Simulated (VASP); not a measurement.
**CuRe2: single point with PBE**

The system is CuRe2.

```
Cu Re
1.0
    -1.59775    1.59775    3.91947
     1.59775   -1.59775    3.91947
     1.59775    1.59775   -3.91947
Cu Re
1 2
Direct
  0.00000 0.00000 0.00000
  0.66500 0.66500 0.00000
  0.33500 0.33500 0.00000
```

- Program: VASP 6.6.1
- Task: single point
- Functional: PBE
- Potentials or basis: VASP PAW PBE potentials, release 64 (Cu, Re)
- Cutoff: 520 eV
- k mesh: 8 × 8 × 8
- Occupations: gaussian, width 0.1 eV
- Spin: no spin polarisation

```yaml
Pressure: 16.9 GPa
Largest_force: 0.486 eV/Å
Band_gap_on_the_k_mesh: zero (an odd number of electrons rules out a gap without spin polarisation)
```

Forces in eV/Å, atoms in the order of the input:
```
Cu   0.000  0.000  0.000
Re   0.000  0.000  0.486
Re   0.000  0.000 -0.486
```

Stress tensor (GPa, compression positive):
```
 7.59  0.00  0.00
 0.00  7.59  0.00
 0.00  0.00 35.37
```

Levels at points of the mesh, in eV from the Fermi level:
```tsv
k point	band 10	band 11	band 12	band 13	band 14	band 15	band 16	band 17
(0.00, 0.00, 0.00)	-1.48	-1.48	-1.17	-0.85	-0.85	0.04	2.58	4.81
(0.50, 0.00, 0.00)	-2.25	-1.53	0.55	0.76	0.89	2.23	2.28	2.34
(0.50, 0.50, 0.00)	-2.81	-1.00	-0.99	1.35	1.61	1.75	1.87	4.24
(0.50, 0.50, 0.50)	-2.57	-1.96	-1.49	-0.19	2.24	2.24	2.73	3.40
```

Run time: 69 s on 1 thread of Intel(R) Xeon(R) Platinum 8488C (Sapphire Rapids), with other jobs on the host, peak memory 0.23 GiB.

Caveat: the stress differs along the axes, from 8 to 35 GPa; spin-orbit coupling is left out, which moves the levels of the heavy elements.
